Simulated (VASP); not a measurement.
# K (Im-3m) in VASP: further runs

K is run at these levels: r2SCAN; tasks: single point.

Everything below comes from runs of VASP 6.6.1. Logs are shortened: lines on timing, memory, paths and dates and some standing lists are left out, and cuts for length are marked.

## (1) The cell of the first run

The structure is cubic, space group Im-3m (No. 229). Conventional cell: a = 5.236 Å, b = 5.236 Å, c = 5.236 Å, α = 90.00°, β = 90.00°, γ = 90.00°.

## (2) Single point, r2SCAN

File POSCAR:

```
K
1.0
   -2.6180000000      2.6180000000      2.6180000000
    2.6180000000     -2.6180000000      2.6180000000
    2.6180000000      2.6180000000     -2.6180000000
K
1
Direct
    0.0000000000      0.0000000000      0.0000000000
```

File INCAR.step1:

```
  ALGO = Normal
  EDIFF = 1E-4
  ENCUT = 520
  GGA = PE
  ISMEAR = 0
  LASPH = T
  LCHARG = F
  LREAL = F
  LWAVE = T
  NBANDS = 10
  NELM = 60
  PREC = Accurate
  SIGMA = 0.1
```

File INCAR.step2:

```
  ALGO = Normal
  EDIFF = 1E-6
  ENCUT = 520
  ISIF = 2
  ISMEAR = 0
  ISTART = 1
  LASPH = T
  LCHARG = F
  LMIXTAU = T
  LREAL = F
  LWAVE = F
  METAGGA = R2SCAN
  NBANDS = 10
  NELM = 60
  PREC = Accurate
  SIGMA = 0.1
```

File KPOINTS:

```
k-points
0
Gamma
  6 6 6
```

Potentials or basis: VASP PAW PBE potentials, release 64 (K_sv).

Started as:

```sh
> cat potpaw_PBE.64/K_sv/POTCAR > POTCAR
> cp INCAR.step1 INCAR
> mpirun -np 1 vasp_std > vasp.out
> cp INCAR.step2 INCAR
> mpirun -np 1 vasp_std > vasp.out
```

OUTCAR:

```text
EDIFF = 1E-6
   ENCUT = 520
   ISIF = 2
   ISMEAR = 0
   ISTART = 1
   LASPH = T
   LREAL = F
   METAGGA = R2SCAN
   NELM = 60
   PREC = Accurate

 ion  position               nearest neighbor table
   1  0.000  0.000  0.000-

  LATTYP: Found a body centered cubic cell.
 ALAT       =     5.2360000000

  Lattice vectors:

 A1 = (  -2.6180000000,   2.6180000000,   2.6180000000)
 A2 = (   2.6180000000,  -2.6180000000,   2.6180000000)
 A3 = (   2.6180000000,   2.6180000000,  -2.6180000000)

Analysis of symmetry for initial positions (statically):
=====================================================================
 Subroutine PRICEL returns:
 Original cell was already a primitive cell.

 Routine SETGRP: Setting up the symmetry group for a
 body centered cubic supercell.

 Subroutine GETGRP returns: Found 48 space group operations
 (whereof 48 operations were pure point group operations)
 out of a pool of 48 trial point group operations.

The static configuration has the point symmetry O_h .

Analysis of symmetry for dynamics (positions and initial velocities):
=====================================================================
 Subroutine PRICEL returns:
 Original cell was already a primitive cell.

 Routine SETGRP: Setting up the symmetry group for a
 body centered cubic supercell.

 Subroutine GETGRP returns: Found 48 space group operations
 (whereof 48 operations were pure point group operations)
 out of a pool of 48 trial point group operations.

The dynamic configuration has the point symmetry O_h .

 Subroutine INISYM returns: Found 48 space group operations
 (whereof 48 operations are pure point group operations),
 and found     1 'primitive' translations

----------------------------------------------------------------------------------------

                                     Primitive cell

  volume of cell :      71.7743

  direct lattice vectors                    reciprocal lattice vectors
    -2.618000000  2.618000000  2.618000000     0.000000000  0.190985485  0.190985485
     2.618000000 -2.618000000  2.618000000     0.190985485  0.000000000  0.190985485
     2.618000000  2.618000000 -2.618000000     0.190985485  0.190985485  0.000000000

  length of vectors
     4.534509014  4.534509014  4.534509014     0.270094263  0.270094263  0.270094263

  position of ions in fractional coordinates (direct lattice)
     0.000000000  0.000000000  0.000000000

  ion indices of the primitive-cell ions
   primitive index   ion index
                 1           1

----------------------------------------------------------------------------------------

 KPOINTS: k-points

Automatic generation of k-mesh.
 Grid dimensions read from file:
 generate k-points for:    6    6    6

 Generating k-lattice:

  Cartesian coordinates                     Fractional coordinates (reciprocal lattice)
     0.000000000  0.031830914  0.031830914     0.166666667  0.000000000  0.000000000
     0.031830914  0.000000000  0.031830914     0.000000000  0.166666667  0.000000000
     0.031830914  0.031830914  0.000000000     0.000000000  0.000000000  0.166666667

  Length of vectors
     0.045015711  0.045015711  0.045015711

  Shift w.r.t. Gamma in fractional coordinates (k-lattice)
     0.000000000  0.000000000  0.000000000

 Subroutine IBZKPT returns following result:
 ===========================================

 Found     16 irreducible k-points:

 Following reciprocal coordinates:
            Coordinates               Weight
  0.000000  0.000000  0.000000      1.000000
  0.166667  0.000000  0.000000     12.000000
  0.333333  0.000000  0.000000     12.000000
  0.500000  0.000000  0.000000      6.000000
  0.166667  0.166667  0.000000     24.000000
  0.333333  0.166667  0.000000     48.000000
[... 8 lines left out ...]
  0.500000  0.500000  0.333333     12.000000
  0.500000  0.500000  0.500000      1.000000
   k-points           NKPTS =     16   k-points in BZ     NKDIM =     16   number of bands    NBANDS=     10
   number of dos      NEDOS =    301   number of ions     NIONS =      1
   total plane-waves  NPLWV =  46656
   dimension x,y,z NGX =    36 NGY =   36 NGZ =   36
   dimension x,y,z NGXF=    72 NGYF=   72 NGZF=   72
   ions per type =               1
   NGX,Y,Z   is equivalent  to a cutoff of  13.20, 13.20, 13.20 a.u.
   NGXF,Y,Z  is equivalent  to a cutoff of  26.40, 26.40, 26.40 a.u.
 SYSTEM =  unknown system
   PREC   = accura    normal or accurate (medium, high low for compatibility)
   ISTART =      1    job   : 0-new  1-cont  2-samecut
   ICHARG =      0    charge: 1-file 2-atom 10-const
   ISPIN  =      1    spin polarized calculation?
   LNONCOLLINEAR =      F non collinear calculations
   LSORBIT =      F    spin-orbit coupling
   LASPH  =      T    aspherical Exc in radial PAW
   ENCUT  =  520.0 eV  38.22 Ry    6.18 a.u.   8.43  8.43  8.43*2*pi/ulx,y,z
   NELM   =     60;   NELMIN=  2; NELMDL=  0     # of ELM steps
   EDIFF  = 0.1E-05   stopping-criterion for ELM
   LREAL  =      F    real-space projection
   EDIFFG = 0.1E-04   stopping-criterion for IOM
   NSW    =      0    number of steps for IOM
   IBRION =     -1    ionic relax: 0-MD 1-quasi-New 2-CG
   NFREE  =      0    steps in history (QN), initial steepest desc. (CG)
   ISIF   =      2    stress and relaxation
   ISYM   =      2    0-nonsym 1-usesym 2-fastsym
   POTIM  = 0.5000    time-step for ionic-motion
   TEBEG  =    0.0;   TEEND  =   0.0 temperature during run
   PSTRESS=    0.0 pullay stress
   NELECT =       9.0000    total number of electrons
   NUPDOWN=      -1.0000    fix difference up-down
   EMIN   =  10.00;   EMAX   =-10.00  energy-range for DOS
   EFERMI =   0.00;   METHOD = LEGACY
   ISMEAR =     0;   SIGMA  =   0.10  broadening in eV -4-tet -1-fermi 0-gaus
   EFERMI_NEDOS =   21; number of points for ismear=-14 and -15
   IALGO  =     38    algorithm
   IMIX   =      4    mixing-type and parameters
     AMIX     =   0.40;   BMIX     =  1.00
     AMIX_MAG =   1.60;   BMIX_MAG =  1.00
  volume/ion in A,a.u.               =      71.77       484.36
  Fermi-wavevector in a.u.,A,eV,Ry     =   0.819406  1.548454  9.135317  0.671427
  Thomas-Fermi vector in A             =   1.930206
   LORBIT       =      0    0 simple, 1 ext, 2 COOP (PROOUT), +10 PAW based schemes
   METAGGA = R2SCAN    functional components
   LHFCALC =     F    Hartree Fock is set to
   AEXX    =    0.0000 exact exchange contribution
   IVDW    =     0    specifies the selected vdW correction
   LEPSILON=     F    determine dielectric tensor
   LRPA    =     F    only Hartree local field effects (RPA)
 non-spin polarized calculation
 Gauss-broadening in eV      SIGMA  =   0.10
  energy-cutoff  :      520.00
  volume of cell :       71.77
 maximum number of plane-waves:      1961
 NGX is ok and might be reduce to    36
   NGX = 17   NGY = 17   NGZ = 17

 number of electron       9.0000001 magnetization

 Free energy of the ion-electron system (eV)
  ---------------------------------------------------
  ext. energy  EPLUGINS =         0.00000000
  ---------------------------------------------------
  free energy    TOTEN  =        -5.99193512 eV

  energy without entropy =       -5.97955055  energy(sigma->0) =       -5.98574283

 E-fermi :   0.0120     XC(G=0):  -5.9695

 val. band max:       -0.2790311704   @ k =   0.1667   0.1667   0.1667
 cond. band min:       0.0230813810   @ k =   0.3333   0.1667   0.0000
 fundamental gap:      0.3021125514
 Fermi energy:         0.0119573337

 k-point     1 :       0.0000    0.0000    0.0000
  band No.  band energies     occupation
      1     -33.6491      2.00000
      2     -16.3189      2.00000
      3     -16.3189      2.00000
      4     -16.3189      2.00000
      5      -2.3479      2.00000
      6       4.7688      0.00000
      7       4.7688      0.00000
      8       4.7688      0.00000
      9       5.7442      0.00000
     10       5.7442      0.00000

 k-point     2 :       0.1667    0.0000    0.0000
  band No.  band energies     occupation
      1     -33.6478      2.00000
      2     -16.3380      2.00000
      3     -16.3250      2.00000
      4     -16.3189      2.00000
      5      -1.9770      2.00000
      6       4.0314      0.00000
      7       4.3335      0.00000
      8       5.0665      0.00000
      9       5.4748      0.00000
     10       5.6621      0.00000

 k-point     3 :       0.3333    0.0000    0.0000
  band No.  band energies     occupation
      1     -33.6454      2.00000
      2     -16.3757      2.00000
      3     -16.3374      2.00000
      4     -16.3189      2.00000
      5      -0.9305      2.00000
      6       2.3370      0.00000
      7       3.7255      0.00000
      8       5.6107      0.00000
      9       5.7719      0.00000
     10       5.9289      0.00000

 k-point     4 :       0.5000    0.0000    0.0000
  band No.  band energies     occupation
      1     -33.6442      2.00000
      2     -16.3943      2.00000
      3     -16.3436      2.00000
      4     -16.3189      2.00000
      5       0.5584      0.00000
      6       0.6433      0.00000
      7       3.4884      0.00000
      8       5.4772      0.00000
      9       6.3156      0.00000
     10       6.4631      0.00000
[... 118 lines left out ...]
 k-point    14 :      -0.3333    0.3333    0.3333
  band No.  band energies     occupation
      1     -33.6424      2.00000
      2     -16.3683      2.00000
      3     -16.3582      2.00000
      4     -16.3582      2.00000
      5       0.2877      0.00010
      6       2.3560      0.00000
      7       3.7773      0.00000
      8       3.7774      0.00000
      9       4.5767      0.00000
     10       6.2530      0.00000

 k-point    15 :       0.5000    0.5000    0.3333
  band No.  band energies     occupation
      1     -33.6414      2.00000
      2     -16.3778      2.00000
      3     -16.3651      2.00000
      4     -16.3591      2.00000
      5       1.3242      0.00000
      6       1.6105      0.00000
      7       3.4124      0.00000
      8       3.7537      0.00000
      9       4.6234      0.00000
     10       6.9489      0.00000

 k-point    16 :       0.5000    0.5000    0.5000
  band No.  band energies     occupation
      1     -33.6405      2.00000
      2     -16.3722      2.00000
      3     -16.3722      2.00000
      4     -16.3722      2.00000
      5       1.7529      0.00000
      6       1.7529      0.00000
      7       3.8374      0.00000
      8       3.8374      0.00000
      9       3.8374      0.00000
     10       6.6239      0.00000

------------------------ aborting loop because EDIFF is reached ----------------------------------------

  FORCE on cell =-STRESS in cart. coord.  units (eV):
  Direction    XX          YY          ZZ          XY          YZ          ZX
  --------------------------------------------------------------------------------------
  -------------------------------------------------------------------------------------
  Total        0.1121804      0.1121804      0.1121804     -0.0000000      0.0000000     -0.0000000
  in kB        2.5041407      2.5041407      2.5041407     -0.0000000      0.0000000     -0.0000000
  external PRESSURE =       2.5041407 kB  Pullay stress =       0.0000000 kB

 VOLUME and BASIS-vectors are now :
 -----------------------------------------------------------------------------
  energy-cutoff  :      520.00
  volume of cell :       71.77
      direct lattice vectors                 reciprocal lattice vectors
    -2.618000000  2.618000000  2.618000000     0.000000000  0.190985485  0.190985485
     2.618000000 -2.618000000  2.618000000     0.190985485  0.000000000  0.190985485
     2.618000000  2.618000000 -2.618000000     0.190985485  0.190985485  0.000000000

 POSITION                                       TOTAL-FORCE (eV/Angst)
 -----------------------------------------------------------------------------------
      0.00000      0.00000      0.00000        -0.000000      0.000000     -0.000000
 -----------------------------------------------------------------------------------
    total drift:                               -0.000000      0.000000      0.000000

  FREE ENERGIE OF THE ION-ELECTRON SYSTEM (eV)
  ---------------------------------------------------
  free  energy   TOTEN  =        -5.9919351234 eV

  energy  without entropy=       -5.9795505455  energy(sigma->0) =       -5.98574283
```

Wall time 23 s (1 thread of Intel Xeon 6975P-C (Granite Rapids), shared host); peak memory 0.2 GiB.

Results:

```
Free energy            : -5.9919 eV
Pressure               : 0.3 GPa
Band gap on the k mesh : zero (an odd number of electrons rules out a gap without spin polarisation)
```

Levels at points of the mesh, in eV from the Fermi level:
| k point | band 2 | band 3 | band 4 | band 5 | band 6 | band 7 |
| --- | --- | --- | --- | --- | --- | --- |
| (0.00, 0.00, 0.00) | -16.33 | -16.33 | -16.33 | -2.36 | 4.76 | 4.76 |
| (0.50, 0.00, 0.00) | -16.41 | -16.36 | -16.33 | 0.55 | 0.63 | 3.48 |
| (0.50, 0.50, 0.50) | -16.38 | -16.38 | -16.38 | 1.74 | 1.74 | 3.83 |

Caveat: the PAW data sets were made with another functional, which shifts forces and pressure a little.

## (3) Single point, r2SCAN

This run uses another cell than the first one, of 76.45 Å³/atom.

File POSCAR:

```
K
1.0
   -2.6737084783      2.6737084783      2.6737084783
    2.6737084783     -2.6737084783      2.6737084783
    2.6737084783      2.6737084783     -2.6737084783
K
1
Direct
    0.0000000000      0.0000000000      0.0000000000
```

File INCAR.step1:

```
ALGO     = Normal         # electronic algorithm
EDIFF    = 1E-4           # SCF threshold, eV
ENCUT    = 520            # plane-wave cutoff, eV
GGA      = PE             # functional
ISMEAR   = 0              # smearing method
LASPH    = True           # aspherical terms in the spheres
LCHARG   = False          # write CHGCAR
LREAL    = False          # projectors in reciprocal space
LWAVE    = True           # write WAVECAR
NBANDS   = 10             # bands
NELM     = 100            # most SCF steps
PREC     = Accurate       # precision mode
SIGMA    = 0.1            # smearing width, eV
```

File INCAR.step2:

```
ALGO     = Normal         # electronic algorithm
EDIFF    = 1E-6           # SCF threshold, eV
ENCUT    = 520            # plane-wave cutoff, eV
ISIF     = 2              # what is computed and relaxed
ISMEAR   = 0              # smearing method
ISTART   = 1            
LASPH    = True           # aspherical terms in the spheres
LCHARG   = True           # write CHGCAR
LELF     = True           # ELF
LMIXTAU  = True         
LREAL    = False          # projectors in reciprocal space
LVHAR    = True         
LWAVE    = False          # write WAVECAR
METAGGA  = R2SCAN         # meta-GGA
NBANDS   = 10             # bands
NELM     = 100            # most SCF steps
PREC     = Accurate       # precision mode
SIGMA    = 0.1            # smearing width, eV
```

File KPOINTS:

```
k-points
0
Gamma
  12 12 12
```

Potentials or basis: VASP PAW PBE potentials, release 64 (K_sv).

Started as:

```sh
> cat potpaw_PBE.64/K_sv/POTCAR > POTCAR
> cp INCAR.step1 INCAR
> mpirun -np 1 vasp_std > vasp.out
> cp INCAR.step2 INCAR
> mpirun -np 1 vasp_std > vasp.out
```

OUTCAR:

```text
EDIFF = 1E-6
   ENCUT = 520
   ISIF = 2
   ISMEAR = 0
   ISTART = 1
   LASPH = True
   LREAL = False
   METAGGA = R2SCAN
   NELM = 100
   PREC = Accurate

 ion  position               nearest neighbor table
   1  0.000  0.000  0.000-

  LATTYP: Found a body centered cubic cell.
 ALAT       =     5.3474169566

  Lattice vectors:

 A1 = (  -2.6737084783,   2.6737084783,   2.6737084783)
 A2 = (   2.6737084783,  -2.6737084783,   2.6737084783)
[... 491 lines left out ...]
     10       6.0802      0.00000

 [... further k-points ...]

------------------------ aborting loop because EDIFF is reached ----------------------------------------

  FORCE on cell =-STRESS in cart. coord.  units (eV):
  Direction    XX          YY          ZZ          XY          YZ          ZX
  --------------------------------------------------------------------------------------
  -------------------------------------------------------------------------------------
  Total       -0.0112563     -0.0112563     -0.0112563      0.0000000      0.0000000     -0.0000000
  in kB       -0.2358876     -0.2358876     -0.2358876      0.0000000      0.0000000     -0.0000000
  external PRESSURE =      -0.2358876 kB  Pullay stress =       0.0000000 kB

 VOLUME and BASIS-vectors are now :
 -----------------------------------------------------------------------------
  energy-cutoff  :      520.00
  volume of cell :       76.45
      direct lattice vectors                 reciprocal lattice vectors
    -2.673708478  2.673708478  2.673708478     0.000000000  0.187006177  0.187006177
     2.673708478 -2.673708478  2.673708478     0.187006177  0.000000000  0.187006177
     2.673708478  2.673708478 -2.673708478     0.187006177  0.187006177  0.000000000

 POSITION                                       TOTAL-FORCE (eV/Angst)
 -----------------------------------------------------------------------------------
      0.00000      0.00000      0.00000         0.000000     -0.000000      0.000000
 -----------------------------------------------------------------------------------
    total drift:                               -0.000000      0.000000      0.000000

  FREE ENERGIE OF THE ION-ELECTRON SYSTEM (eV)
  ---------------------------------------------------
  free  energy   TOTEN  =        -6.0129087278 eV

  energy  without entropy=       -6.0081510537  energy(sigma->0) =       -6.01052989
```

OUTCAR.step1:

```text
EDIFF = 1E-4
   ENCUT = 520
   GGA = PE
   ISMEAR = 0
   LASPH = True
   LREAL = False
[... 526 lines left out ...]

 POSITION                                       TOTAL-FORCE (eV/Angst)
 -----------------------------------------------------------------------------------
      0.00000      0.00000      0.00000         0.000000      0.000000      0.000000
 -----------------------------------------------------------------------------------
    total drift:                               -0.000000      0.000000      0.000000

  FREE ENERGIE OF THE ION-ELECTRON SYSTEM (eV)
  ---------------------------------------------------
  free  energy   TOTEN  =        -1.0473825961 eV

  energy  without entropy=       -1.0424185153  energy(sigma->0) =       -1.04490056
```

Wall time 86 s (1 thread of Intel Xeon 6975P-C (Granite Rapids), shared host); peak memory 0.23 GiB.

What came out:

* Free energy: -6.0129 eV
* Pressure: 0.0 GPa
* Band gap on the k mesh: zero (an odd number of electrons rules out a gap without spin polarisation)

Caveat: the PAW data sets were made with another functional, which shifts forces and pressure a little.

The gap in the log of VASP goes by the Fermi energy; the results here count the filled bands.